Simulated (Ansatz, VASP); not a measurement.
**ZnS in VASP and in Ansatz**

The input POSCAR:

```
ZnS
1.0
    0.0000000000      2.7124059712      2.7124059712
    2.7124059712      0.0000000000      2.7124059712
    2.7124059712      2.7124059712      0.0000000000
Zn S
1 1
Direct
    0.0000000000      0.0000000000      0.0000000000
    0.7500000000      0.7500000000      0.7500000000
```

The input INCAR.step1:

```
SYSTEM = ZnS
PREC = Accurate
ENCUT = 520
ISMEAR = 0
SIGMA = 0.05
LREAL = .FALSE.
LASPH = .TRUE.
NELM = 80
NBANDS = 16
GGA = PE
ALGO = Normal
EDIFF = 1E-4
LWAVE = .TRUE.
LCHARG = .FALSE.
```

The input INCAR.step2:

```
SYSTEM = ZnS
PREC = Accurate
ENCUT = 520
EDIFF = 1E-6
ISMEAR = 0
SIGMA = 0.05
LREAL = .FALSE.
LASPH = .TRUE.
NELM = 80
ALGO = Normal
ISIF = 2
LWAVE = .FALSE.
LCHARG = .FALSE.
METAGGA = R2SCAN
LMIXTAU = .TRUE.
NBANDS = 16
ISTART = 1
```

File KPOINTS:

```
Automatic mesh
0
G
  8 8 8
  0 0 0
```

Input for Ansatz:

```yaml
crystal:
  lattice:
    - [0.0, 2.7124059712, 2.7124059712]
    - [2.7124059712, 0.0, 2.7124059712]
    - [2.7124059712, 2.7124059712, 0.0]
  atoms:
    - { symbol: Zn, position: [0.0, 0.0, 0.0] }
    - { symbol: S, position: [0.75, 0.75, 0.75] }
basis:
  ecutwfc: 500
  ecutrho_ratio: 4
kpoints:
  mp_grid: { grid: [8, 8, 8] }
hamiltonian:
  xc: r2scan
scf:
  occupations: { method: gaussian, width: 0.05 }
output:
  forces: true
  stress: true
  eigenvalues: true
```

Alike in both runs: task single point; functional r2SCAN; k mesh 8 × 8 × 8; occupations gaussian, width 0.05 eV; no spin polarisation.

```csv
,VASP,Ansatz
version,VASP 6.6.1,Ansatz 0.2.0
potentials or method,"VASP PAW PBE potentials, release 64 (Zn, S), cutoff 520 eV","scalar-relativistic, plane waves, PAW"
valence electrons in the cell,18,18
```

Ansatz gave:

| Item | Value |
| --- | --- |
| gap on the k mesh at the Fermi level (eV) | 2.61 |
| least direct gap on the mesh (eV) | 2.61 |
| pressure (GPa) | -1.5 |

**Question.** What did VASP give for the same quantities?

**Answer.** gap on the k mesh at the Fermi level (eV): 2.62; least direct gap on the mesh (eV): 2.62; pressure (GPa): -1.5.

VASP's potentials were made for PBE, not for r2SCAN.
